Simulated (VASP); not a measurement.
Write the native input for VASP 6.6.1 that does the following.

```yaml
Task: single point
Functional: LDA
Potentials_or_basis: VASP PAW LDA potentials, release 64 (Tc_pv)
Cutoff: 520 eV
k_mesh: 17 × 17 × 9
Occupations: fermi-dirac, width 0.08 eV
Spin: no spin polarisation
Dipole_correction: no
Further_INCAR_settings: ALGO = Normal; EDIFF = 1e-06; NBANDS = 20
```

The structure of Tc lies in POSCAR:

```
Tc
1.0
    2.6852001670      0.0000000000      0.0000000000
   -1.3426000835      2.3254515589      0.0000000000
    0.0000000000      0.0000000000      4.3980000000
Tc
2
Direct
    0.3333333333      0.6666666667      0.2500000000
    0.6666666667      0.3333333333      0.7500000000
```

This cell differs from its parent crystal: equal xx and yy strain of -2 %.

One way to write it, as run:

INCAR

```
SYSTEM = Tc
PREC = Accurate
ENCUT = 520
EDIFF = 1E-6
ISMEAR = -1
SIGMA = 0.08
LREAL = .FALSE.
LASPH = .TRUE.
NELM = 100
ALGO = Normal
ISIF = 2
LWAVE = .FALSE.
LCHARG = .FALSE.
GGA = CA
NBANDS = 20
```

KPOINTS

```
Automatic mesh
0
G
  17 17 9
  0 0 0
```

Potentials or basis: VASP PAW LDA potentials, release 64 (Tc_pv).

The run is started by

```sh
$ cat potpaw_LDA.64/Tc_pv/POTCAR > POTCAR
$ mpirun -np 1 vasp_std > vasp.out
```

It gave:

```
Pressure               : 1.3 GPa
Band gap on the k mesh : zero (bands 13 and 14 overlap by 3.20 eV)
```

Caveat: the cell differs from its parent crystal (equal xx and yy strain of -2 %); the stress differs along the axes, from -5 to 5 GPa.

It took 90 s on 1 thread of Intel Xeon 8259CL, with other jobs on the host, peak memory 0.19 GiB.
